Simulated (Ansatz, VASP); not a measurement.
**Mg7Te: VASP beside Ansatz**

```xyz
8
Lattice="6.3643 0.0000 0.0000 -3.1822 5.5117 0.0000 0.0000 0.0000 5.3237" Properties=species:S:1:pos:R:3 pbc="T T T"
Mg    0.0000    1.8609    2.6618
Mg    1.5706    4.5812    2.6618
Mg   -1.5706    4.5812    2.6618
Mg    4.8318    0.8848    0.0000
Mg    1.5325    0.8848    0.0000
Mg    3.1822    3.7420    0.0000
Mg    0.0000    3.6744    0.0000
Te    3.1822    1.8372    2.6618
```

Change from the starting cell: species swapped into the LiMg7 type (P-6m2, No. 187).

Alike in both runs: functional PBE; k mesh 3 × 3 × 3; occupations gaussian, width 0.2 eV; no spin polarisation.

Ansatz relaxed the structure, and its values are those at the end. VASP's run is a single point on that final structure, the one shown.

|  | VASP | Ansatz |
| --- | --- | --- |
| version | VASP 6.6.1 | Ansatz 0.2.0 |
| potentials or method | VASP PAW PBE potentials, release 64 (Mg, Te), cutoff 600 eV | scalar-relativistic, plane waves, PAW |
| valence electrons in the cell | 20 | 86 |

```csv
,VASP,Ansatz,Ansatz less VASP
gap on the k mesh at the Fermi level (eV),none,none,-
pressure (GPa),0.0,0.2,+0.11
rms of the force components (eV/Å),0.014,0.015,+0.0007
```

A gap of «none» marks a metal or a gap that the smearing closes. VASP's potentials hold 20 valence electrons a cell and Ansatz's 86, so a difference there can come from the potentials and not from the codes.

The k mesh is coarse, so the values compare programs but aren't converged. Neither program's run includes spin-orbit coupling.
